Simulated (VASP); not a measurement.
# InGa2N3 (Cmc2_1) in VASP: a series of runs, part 2 of 2

VASP 6.6.1. The steps go on from the part before.

## (3) Single point, PBEsol

This run uses another cell than the first one, of 12.58 Å³/atom.

INCAR reads:

```
SYSTEM = InGa2N3
ALGO = Normal
EDIFF = 1E-6
ENCUT = 520
GGA = PS
ISIF = 2
ISMEAR = 0
LASPH = .True.
LCHARG = .False.
LREAL = .False.
LWAVE = .False.
NBANDS = 66
NELM = 100
PREC = Accurate
SIGMA = 0.05
```

KPOINTS reads:

```
k-points
0
Gamma
  6 6 6
  0 0 0
```

POSCAR reads:

```
InGa2N3
1.0
    4.9530129945     -2.8568682250      0.0000000000
    4.9530129945      2.8568682250      0.0000000000
    0.0000000000      0.0000000000      5.3355942541
In Ga N
2 4 6
Direct
    0.3252227418      0.6747772582      0.9897489537
    0.6747772582      0.3252227418      0.4897489537
    0.0069945023      0.3338844486      0.9926402251
    0.6661155514      0.9930054977      0.9926402251
    0.9930054977      0.6661155514      0.4926402251
    0.3338844486      0.0069945023      0.4926402251
    0.0264767013      0.3336441490      0.3589520515
    0.6663558510      0.9735232987      0.3589520515
    0.9735232987      0.6663558510      0.8589520515
    0.3336441490      0.0264767013      0.8589520515
    0.3078788725      0.6921211275      0.3950674930
    0.6921211275      0.3078788725      0.8950674930
```

Potentials or basis: VASP PAW PBE potentials, release 64 (In_d, Ga_d, N).

Launch:

```bash
> cat potpaw_PBE.64/In_d/POTCAR potpaw_PBE.64/Ga_d/POTCAR potpaw_PBE.64/N/POTCAR > POTCAR
> mpirun -np 1 vasp_std > vasp.out
```

OUTCAR:

```text
SYSTEM = InGa2N3
   EDIFF = 1E-6
   ENCUT = 520
   GGA = PS
   ISIF = 2
   ISMEAR = 0
   LASPH = .True.
   LREAL = .False.
   NELM = 100
   PREC = Accurate

 ion  position               nearest neighbor table
   1  0.325  0.675  0.990-   9 2.15  10 2.15  12 2.16  11 2.16   3 3.26   4 3.26   4 3.27   3 3.27
                             6 3.28   5 3.28   6 3.30   5 3.30   2 3.33   2 3.33   4 3.37   3 3.37
   2  0.675  0.325  0.490-   7 2.15   8 2.15  11 2.16  12 2.16   6 3.26   5 3.26   6 3.27   5 3.27
                             4 3.28   3 3.28   4 3.30   3 3.30   1 3.33   1 3.33   6 3.37   5 3.37
   3  0.007  0.334  0.993-   9 1.95  10 1.95  12 1.95   7 1.96   1 3.26   1 3.27   2 3.28   2 3.30
                             1 3.37
   4  0.666  0.993  0.993-  10 1.95   9 1.95  12 1.95   8 1.96   1 3.26   1 3.27   2 3.28   2 3.30
                             1 3.37
   5  0.993  0.666  0.493-   7 1.95   8 1.95  11 1.95   9 1.96   2 3.26   2 3.27   1 3.28   1 3.30
                             2 3.37
   6  0.334  0.007  0.493-   8 1.95   7 1.95  11 1.95  10 1.96   2 3.26   2 3.27   1 3.28   1 3.30
                             2 3.37
   7  0.026  0.334  0.359-   5 1.95   6 1.95   3 1.96   2 2.15
   8  0.666  0.974  0.359-   6 1.95   5 1.95   4 1.96   2 2.15
   9  0.974  0.666  0.859-   3 1.95   4 1.95   5 1.96   1 2.15
  10  0.334  0.026  0.859-   4 1.95   3 1.95   6 1.96   1 2.15
  11  0.308  0.692  0.395-   5 1.95   6 1.95   2 2.16   1 2.16
  12  0.692  0.308  0.895-   3 1.95   4 1.95   1 2.16   2 2.16

  LATTYP: Found a base centered orthorhombic cell.
 ALAT       =     5.7137364500
 B/A-ratio  =     1.7337211955
 C/A-ratio  =     0.9338187543

  Lattice vectors:

 A1 = (  -4.9530129945,  -2.8568682250,   0.0000000000)
 A2 = (   4.9530129945,  -2.8568682250,   0.0000000000)
 A3 = (   0.0000000000,   0.0000000000,   5.3355942541)

Analysis of symmetry for initial positions (statically):
=====================================================================
 Subroutine PRICEL returns:
 Original cell was already a primitive cell.

 Routine SETGRP: Setting up the symmetry group for a
 base centered orthorhombic supercell.

 Subroutine GETGRP returns: Found  4 space group operations
 (whereof  2 operations were pure point group operations)
[... 175 lines left out ...]
   NGX = 21   NGY = 21   NGZ = 19

 number of electron     108.0000002 magnetization

 Free energy of the ion-electron system (eV)
  ---------------------------------------------------
  ext. energy  EPLUGINS =         0.00000000
  ---------------------------------------------------
  free energy    TOTEN  =       -75.56354883 eV

  energy without entropy =      -75.56354883  energy(sigma->0) =      -75.56354883

 E-fermi :   6.0762     XC(G=0): -11.6180

 val. band max:        5.8038904660   @ k =   0.0000   0.0000   0.0000
 cond. band min:       6.8084528893   @ k =   0.0000   0.0000   0.0000
 fundamental gap:      1.0045624233
 Fermi energy:         6.0761608288

 k-point     1 :       0.0000    0.0000    0.0000
  band No.  band energies     occupation
      1      -9.7390      2.00000
      2      -9.1870      2.00000
      3      -9.0465      2.00000
      4      -9.0399      2.00000
      5      -9.0117      2.00000
      6      -8.9911      2.00000
[... 1645 lines left out ...]
     65      13.4525      0.00000
     66      13.9117      0.00000

 [... further k-points ...]

------------------------ aborting loop because EDIFF is reached ----------------------------------------

  FORCE on cell =-STRESS in cart. coord.  units (eV):
  Direction    XX          YY          ZZ          XY          YZ          ZX
  --------------------------------------------------------------------------------------
  -------------------------------------------------------------------------------------
  Total       -0.1083971     -0.1040378     -0.0822645      0.0000000      0.0000000      0.0000000
  in kB       -1.1501537     -1.1038989     -0.8728725      0.0000000      0.0000000      0.0000000
  external PRESSURE =      -1.0423084 kB  Pullay stress =       0.0000000 kB

 VOLUME and BASIS-vectors are now :
 -----------------------------------------------------------------------------
  energy-cutoff  :      520.00
  volume of cell :      151.00
      direct lattice vectors                 reciprocal lattice vectors
     4.953012994 -2.856868225  0.000000000     0.100948655 -0.175016823  0.000000000
     4.953012994  2.856868225  0.000000000     0.100948655  0.175016823  0.000000000
     0.000000000  0.000000000  5.335594254     0.000000000  0.000000000  0.187420548

 POSITION                                       TOTAL-FORCE (eV/Angst)
 -----------------------------------------------------------------------------------
      4.95301      0.99863      5.28090        -0.000000     -0.001711     -0.002721
      4.95301     -0.99863      2.61310        -0.000000      0.001711     -0.002721
      1.68838      0.93388      5.29633        -0.002069      0.001179     -0.001589
      8.21765      0.93388      5.29633         0.002069      0.001179     -0.001589
      8.21765     -0.93388      2.62853         0.002069     -0.001179     -0.001589
      1.68838     -0.93388      2.62853        -0.002069     -0.001179     -0.001589
      1.78368      0.87754      1.91522         0.022116     -0.011940     -0.007108
      8.12234      0.87754      1.91522        -0.022116     -0.011940     -0.007108
      8.12234     -0.87754      4.58302        -0.022116      0.011940     -0.007108
      1.78368     -0.87754      4.58302         0.022116      0.011940     -0.007108
      4.95301      1.09773      2.10792        -0.000000      0.027789      0.020113
      4.95301     -1.09773      4.77572        -0.000000     -0.027789      0.020113
 -----------------------------------------------------------------------------------
    total drift:                                0.000000     -0.000000     -0.003290

  FREE ENERGIE OF THE ION-ELECTRON SYSTEM (eV)
  ---------------------------------------------------
  free  energy   TOTEN  =       -75.5635488289 eV

  energy  without entropy=      -75.5635488289  energy(sigma->0) =      -75.56354883
```

OSZICAR:

```text
N       E                     dE             d eps       ncg     rms          rms(c)
DAV:   1     0.141329796193E+04    0.14133E+04   -0.47508E+04  7530   0.282E+03
DAV:   2     0.265032264729E+03   -0.11483E+04   -0.10915E+04  6880   0.783E+02
DAV:   3    -0.498475892211E+02   -0.31488E+03   -0.30121E+03  7820   0.282E+02
DAV:   4    -0.853930141958E+02   -0.35545E+02   -0.34966E+02  9002   0.950E+01
DAV:   5    -0.870016342596E+02   -0.16086E+01   -0.15971E+01  9760   0.215E+01    0.204E+01
DAV:   6    -0.752185130759E+02    0.11783E+02   -0.38294E+01 12164   0.586E+01    0.126E+01
DAV:   7    -0.757089349996E+02   -0.49042E+00   -0.72233E+00  7976   0.120E+01    0.484E+00
DAV:   8    -0.756017028778E+02    0.10723E+00   -0.44134E-01 10220   0.599E+00    0.297E+00
DAV:   9    -0.755625455471E+02    0.39157E-01   -0.11004E-01 12408   0.471E+00    0.488E-01
DAV:  10    -0.755633248148E+02   -0.77927E-03   -0.22446E-02  9504   0.138E+00    0.444E-01
DAV:  11    -0.755634081190E+02   -0.83304E-04   -0.30732E-03 11080   0.530E-01    0.256E-01
DAV:  12    -0.755635213284E+02   -0.11321E-03   -0.66543E-04 11238   0.255E-01    0.861E-02
DAV:  13    -0.755635532192E+02   -0.31891E-04   -0.19475E-04  9872   0.153E-01    0.513E-02
DAV:  14    -0.755635503820E+02    0.28373E-05   -0.63053E-05  9502   0.979E-02    0.276E-02
DAV:  15    -0.755635486460E+02    0.17359E-05   -0.85953E-06  8768   0.323E-02    0.117E-02
DAV:  16    -0.755635488289E+02   -0.18287E-06   -0.46026E-06  6542   0.139E-02
   1 F= -.75563549E+02 E0= -.75563549E+02  d E =-.345608E-16
```

Wall time 22 min (1 thread of Intel Xeon 8259CL, shared host); peak memory 0.57 GiB.

What came out:

| Item | Value |
| --- | --- |
| Free energy | -75.5635 eV |
| Pressure | -0.1 GPa |
| Largest force | 0.034 eV/Å |
| Band gap on the k mesh | 1.00 eV |

Forces in eV/Å, atoms in the order of the input:
```
In   0.000 -0.002 -0.003
In   0.000  0.002 -0.003
Ga  -0.002  0.001 -0.002
Ga   0.002  0.001 -0.002
Ga   0.002 -0.001 -0.002
Ga  -0.002 -0.001 -0.002
N    0.022 -0.012 -0.007
N   -0.022 -0.012 -0.007
N   -0.022  0.012 -0.007
N    0.022  0.012 -0.007
N    0.000  0.028  0.020
N    0.000 -0.028  0.020
```

Caveat: the PAW data sets were made with another functional, which shifts forces and pressure a little; spin-orbit coupling is left out, which moves the levels of the heavy elements.
